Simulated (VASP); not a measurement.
Here is a VASP 6.6.1 calculation.

The input INCAR:

```
  PREC = Accurate
  ENCUT = 520
  EDIFF = 1E-6
  ISMEAR = 0
  SIGMA = 0.1
  LREAL = False
  LASPH = True
  NELM = 80
  ALGO = Normal
  ISIF = 2
  LWAVE = False
  LCHARG = False
  GGA = PE
  NBANDS = 30
```

Contents of KPOINTS:

```
regular mesh
0
Gamma
  2 2 2
```

The input POSCAR:

```
Ga3Se
1.0
    4.4324650000      0.0000000000      0.0000000000
    0.0000000000      4.4324650000      0.0000000000
    0.0000000000      0.0000000000      4.4324650000
Ga Se
3 1
Direct
    0.0000000000      0.5000000000      0.5000000000
    0.5000000000      0.0000000000      0.5000000000
    0.5000000000      0.5000000000      0.0000000000
    0.0000000000      0.0000000000      0.0000000000
```

Potentials or basis: VASP PAW PBE potentials, release 64 (Ga_d, Se).

Launch:

```console
$ cat potpaw_PBE.64/Ga_d/POTCAR potpaw_PBE.64/Se/POTCAR > POTCAR
$ mpirun -np 1 vasp_std > vasp.out
```

Task: Estimate the pressure.

Result: 4.0 GPa.

Caveat: the k points lie up to 0.71 Å⁻¹ apart.
